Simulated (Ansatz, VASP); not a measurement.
# One calculation of BaZrO3, two programs

Contents of INCAR:

```
SYSTEM = BaZrO3
PREC     = Accurate       ! precision mode
ENCUT    = 520            ! plane-wave cutoff, eV
EDIFF    = 1E-6           ! SCF threshold, eV
ISMEAR   = 0              ! smearing method
SIGMA    = 0.01           ! smearing width, eV
LREAL    = .False.        ! projectors in reciprocal space
LASPH    = .True.         ! aspherical terms in the spheres
NELM     = 60             ! most SCF steps
ALGO     = Normal         ! electronic algorithm
ISIF     = 2              ! what is computed and relaxed
LWAVE    = .False.        ! write WAVECAR
LCHARG   = .False.        ! write CHGCAR
GGA      = PS             ! functional
NBANDS   = 28             ! bands
```

The input KPOINTS:

```
regular mesh
0
Gamma
  4 4 4
  0 0 0
```

POSCAR

```
BaZrO3
1.0
    4.2936078882      0.0000000000      0.0000000000
    0.0000000000      4.2936078882      0.0000000000
    0.0000000000      0.0000000000      4.2936078882
Ba Zr O
1 1 3
Direct
    0.0000000000      0.0000000000      0.0000000000
    0.5000000000      0.5000000000      0.5000000000
    0.0000000000      0.5000000000      0.5000000000
    0.5000000000      0.0000000000      0.5000000000
    0.5000000000      0.5000000000      0.0000000000
```

Input for Ansatz:

```yaml
crystal:
  lattice:
    - [4.293607888157496, 0.0, 0.0]
    - [0.0, 4.293607888157496, 0.0]
    - [0.0, 0.0, 4.293607888157496]
  atoms:
    - { symbol: Ba, position: [0.0, 0.0, 0.0] }
    - { symbol: Zr, position: [0.5, 0.5, 0.5] }
    - { symbol: O, position: [0.0, 0.5, 0.5] }
    - { symbol: O, position: [0.5, 0.0, 0.5] }
    - { symbol: O, position: [0.5, 0.5, 0.0] }
basis:
  ecutwfc: 500.0
kpoints:
  mp_grid:
    grid: [4, 4, 4]
hamiltonian:
  xc: pbesol
scf:
  occupations:
    method: fixed
output:
  stress: true
```

Alike in both runs: task single point; functional PBEsol; k mesh 4 × 4 × 4; no spin polarisation.

|  | VASP | Ansatz |
| --- | --- | --- |
| version | VASP 6.6.1 | Ansatz 0.2.0 |
| potentials or method | VASP PAW PBE potentials, release 64 (Ba_sv, Zr_sv, O), cutoff 520 eV | plane waves, PAW |
| occupations | gaussian, width 0.01 eV | fixed |
| valence electrons in the cell | 40 | 40 |

|  | VASP | Ansatz | Ansatz less VASP |
| --- | --- | --- | --- |
| pressure (GPa) | -10.1 | -10.9 | -0.83 |

VASP's potentials were made for PBE, not for PBEsol.

Neither program's run includes spin-orbit coupling.
